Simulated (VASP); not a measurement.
P: single point with PBE

P:

```
P
1.0
     2.41979    0.00000    0.00000
     0.00000    2.41979    0.00000
     0.00000    0.00000    2.41979
P
1
Direct
  0.00000 0.00000 0.00000
```

This cell differs from its parent crystal: volume scaled by 0.97.

```
Program             : VASP 6.6.1
Task                : single point
Functional          : PBE
Potentials or basis : VASP PAW PBE potentials, release 64 (P)
Cutoff              : 520 eV
k mesh              : 22 × 22 × 22
Occupations         : gaussian, width 0.1 eV
Spin                : no spin polarisation
```

| Quantity | Value |
| --- | --- |
| Pressure | 3.6 GPa |

Levels at points of the mesh, in eV from the Fermi level:
```csv
k point,band 1,band 2,band 3,band 4,band 5,band 6,band 7
"(0.00, 0.00, 0.00)",-16.75,5.20,5.20,5.20,6.79,6.79,14.64
"(0.50, 0.00, 0.00)",-12.29,-8.88,8.13,8.13,9.41,14.51,14.51
"(0.50, 0.50, 0.00)",-7.43,-5.38,-5.38,0.85,10.86,17.10,17.10
"(0.50, 0.50, 0.50)",-2.19,-2.19,-2.19,-1.31,4.62,4.62,4.62
```

Run time: 14 s on 1 thread of Intel(R) Xeon(R) Platinum 8488C (Sapphire Rapids), with other jobs on the host, peak memory 0.14 GiB.
